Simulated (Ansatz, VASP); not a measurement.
# Two plane-wave programs on P

```
P
1.0
     5.33946    0.00000    0.00000
     0.00000    5.33946    0.00000
     0.00000    0.00000    5.33946
P
8
Direct
  0.05740 0.05740 0.05740
  0.44260 0.94260 0.55740
  0.55740 0.44260 0.94260
  0.94260 0.55740 0.44260
  0.94260 0.94260 0.94260
  0.55740 0.05740 0.44260
  0.44260 0.55740 0.05740
  0.05740 0.44260 0.55740
```

Alike in both runs: task single point; functional PBE; k mesh 4 × 4 × 4; occupations gaussian, width 0.1 eV; no spin polarisation.

```csv
,VASP,Ansatz
version,VASP 6.6.1,Ansatz 0.2.0
potentials or method,"VASP PAW PBE potentials, release 64 (P), cutoff 520 eV","scalar-relativistic, plane waves, PAW"
valence electrons in the cell,40,40
```

|  | VASP | Ansatz | Ansatz less VASP |
| --- | --- | --- | --- |
| rms of the force components (eV/Å) | 136.239 | 118.713 | -17.5264 |

Atom by atom the forces differ by 17.526 eV/Å (rms over components). With one functional, cell and mesh, what is left measures potentials, basis and numerics.
